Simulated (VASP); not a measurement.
Runs of VASP 6.6.1 on Pt. The structure is that of space group Fm-3m (No. 225), or close to it. The cells are those of the table. 

| task | cell | k mesh | cutoff (eV) | gap on the mesh (eV) | pressure (GPa) |
| --- | --- | --- | --- | --- | --- |
| relaxation of cell and atoms | relaxed from a = 2.805 Å, angles 60.0°, 1 atom | 18 × 18 × 18 | 600 | none | 0.0 |
| single point | a = 2.807 Å, angles 60.0°, 1 atom | 8 × 8 × 8 | 520 | none | -1.2 |
| single point | a = 2.750 Å, angles 60.0°, 1 atom | 18 × 18 × 18 | 520 | none | 17.6 |
| single point | a = 2.773 Å, angles 60.0°, 1 atom | 8 × 8 × 8 | 520 | none | 8.8 |
| single point | a = 2.807, b = 3.970 Å, angles 45.0, 60.0, 90.0°, 1 atom | 12 × 9 × 24 | 520 | none | -0.5 |
| single point | a = 2.807 Å, angles 60.0°, 1 atom | 18 × 18 × 18 | 520 | none | -0.5 |
| single point | a = 2.805 Å, angles 60.0°, 1 atom | 8 × 8 × 8 | 520 | none | (a) |

Alike in all rows: level PBE; potentials or basis VASP PAW PBE potentials, release 64 (Pt); no spin polarisation; smearing gaussian 0.1 eV.

Fill in the values left out.

(a) -0.7.

Caveats: spin-orbit coupling is left out, which moves the levels of the heavy elements.

A k mesh can miss the band edges, and the runs leave out spin-orbit coupling on Pt.

A gap of «none» marks levels without a gap at the run's occupations.
